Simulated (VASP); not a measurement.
Write the native input for VASP 6.6.1 that does the following.

```
Task                   : single point
Functional             : PBE
Potentials or basis    : VASP PAW PBE potentials, release 64 (Al, Ni)
Cutoff                 : 520 eV
k mesh                 : 12 × 8 × 2
Occupations            : gaussian, width 0.1 eV
Spin                   : no spin polarisation
Dipole correction      : no
Further INCAR settings : LREAL = Auto; ALGO = Normal; EDIFF = 1e-07; NBANDS = 66
```

The structure of AlNi lies in POSCAR:

```
AlNi
1.0
    2.8930835334      0.0000000000      0.0000000000
    0.0000000000      4.0914379701      0.0000000000
    0.0000000000      0.0000000000     16.6539226513
Al Ni
8 8
Direct
    0.0000000000      0.0000000000      0.0066848405
    0.0000000000      0.5000000000      0.1241303030
    0.0000000000      0.0000000000      0.2508696970
    0.0000000000      0.5000000000      0.3683151595
    0.5000000000      0.5000000000      0.5066848405
    0.5000000000      0.5000000000      0.7508696970
    0.5000000000      0.0000000000      0.6241303030
    0.5000000000      0.0000000000      0.8683151595
    0.5000000000      0.5000000000      0.2468152711
    0.5000000000      0.0000000000      0.1281847289
    0.5000000000      1.0000000000      0.3732399048
    0.0000000000      0.0000000000      0.5017600952
    0.0000000000      0.5000000000      0.6281847289
    0.0000000000      1.0000000000      0.7468152711
    0.0000000000      0.5000000000      0.8732399048
    0.5000000000      0.5000000000      0.0017600952
```

The input as run:

INCAR

```
SYSTEM = AlNi
PREC = Accurate
ENCUT = 520
EDIFF = 1E-7
ISMEAR = 0
SIGMA = 0.1
LREAL = Auto
LASPH = .TRUE.
NELM = 100
ALGO = Normal
ISIF = 2
LWAVE = .FALSE.
LCHARG = .FALSE.
GGA = PE
NBANDS = 66
```

KPOINTS

```
regular mesh
0
G
  12 8 2
  0 0 0
```

Potentials or basis: VASP PAW PBE potentials, release 64 (Al, Ni).

Run with:

```sh
$ cat potpaw_PBE.64/Al/POTCAR potpaw_PBE.64/Ni/POTCAR > POTCAR
$ mpirun -np 1 vasp_std > vasp.out
```

Results of the run:

| Quantity | Value |
| --- | --- |
| Pressure | -1.2 GPa |
| Largest force | 0.007 eV/Å |
| Band gap on the k mesh | zero (bands 52 and 53 overlap by 1.91 eV) |

Wall time 14 min on 1 thread of AMD EPYC 9R45 96-Core Processor (Zen 5), on a shared host, peak memory 0.62 GiB.
